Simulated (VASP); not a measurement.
Here is a VASP 6.6.1 calculation.

INCAR

```
SYSTEM = FeCo4
PREC = Accurate
ENCUT = 520
EDIFF = 1E-7
ISMEAR = 0
SIGMA = 0.1
LREAL = .False.
LASPH = .True.
NELM = 150
ALGO = Normal
ISIF = 2
LWAVE = .False.
LCHARG = .False.
ISPIN = 2
MAGMOM = 2.88 1.89 1.89 1.89 1.89
LORBIT = 11
LMAXMIX = 4
GGA = PE
NBANDS = 34
```

KPOINTS

```
regular mesh
0
Gamma
  6 6 6
  0 0 0
```

File POSCAR:

```
FeCo4
1.0
   -2.7979667000      2.7979667000      1.7729968000
    2.7979667000     -2.7979667000      1.7729968000
    2.7979667000      2.7979667000     -1.7729968000
Fe Co
1 4
Direct
    0.0000000000      0.0000000000      0.0000000000
    0.8022220000      0.4032380000      0.2054600000
    0.1977780000      0.5967620000      0.7945400000
    0.5967620000      0.8022220000      0.3989840000
    0.4032380000      0.1977780000      0.6010160000
```

Potentials or basis: VASP PAW PBE potentials, release 64 (Fe, Co).

Run with:

```bash
$ cat potpaw_PBE.64/Fe/POTCAR potpaw_PBE.64/Co/POTCAR > POTCAR
$ mpirun -np 1 vasp_std > vasp.out
```

**Question.** What does it give for the pressure?

**Answer.** -0.7 GPa.

**Question.** Estimate the largest force.

**Answer.** 0.017 eV/Å.

**Question.** Estimate the net moment.

**Answer.** 9.13 μB per cell.

**Question.** Estimate the site moments.

**Answer.** Fe +2.59; Co +1.65 μB.

Stress tensor (GPa, compression positive):
```
-0.82  0.00  0.00
 0.00 -0.82  0.00
 0.00  0.00 -0.36
```
